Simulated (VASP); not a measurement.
ZnSe:

```
Zn Se
1.0
     0.00000    2.83244    2.83244
     2.83244    0.00000    2.83244
     2.83244    2.83244    0.00000
Zn Se
1 1
Cartesian
  0.0000 0.0000 0.0000
  4.2487 4.2487 4.2487
```

Program: VASP 6.6.1. Alike in all runs: task single point; no spin polarisation; cell as given.

Question: Order these runs on this cell by their band gap on the k mesh, lowest first.
A. level r2SCAN; potentials or basis VASP PAW PBE potentials, release 64 (Zn, Se); k mesh 2 × 2 × 2; cutoff (eV) 550; smearing gaussian 0.1 eV
B. level LDA; potentials or basis VASP PAW LDA potentials, release 64 (Zn, Se); k mesh 4 × 4 × 4; cutoff (eV) 500; smearing gaussian 0.1 eV
C. level PBE; potentials or basis VASP PAW PBE potentials, release 64 (Zn, Se); k mesh 1 × 1 × 1, shifted; cutoff (eV) 520; smearing methfessel-paxton 0.0680285 eV
D. level PBE; potentials or basis VASP PAW PBE potentials, release 64 (Zn, Se); k mesh 2 × 2 × 2, shifted; cutoff (eV) 500; smearing fermi-dirac 0.051704 eV
E. level PBE+D3(BJ); potentials or basis VASP PAW PBE potentials, release 64 (Zn, Se); k mesh 4 × 4 × 4; cutoff (eV) 500; smearing gaussian 0.1 eV

Answer: B (1.05 eV), E (1.28 eV), A (1.75 eV), C (3.26 eV), D (4.87 eV).

Caveats: all runs use coarse meshes; three body term missing (some runs).

A k mesh can miss the band edges, odd and even meshes differently.
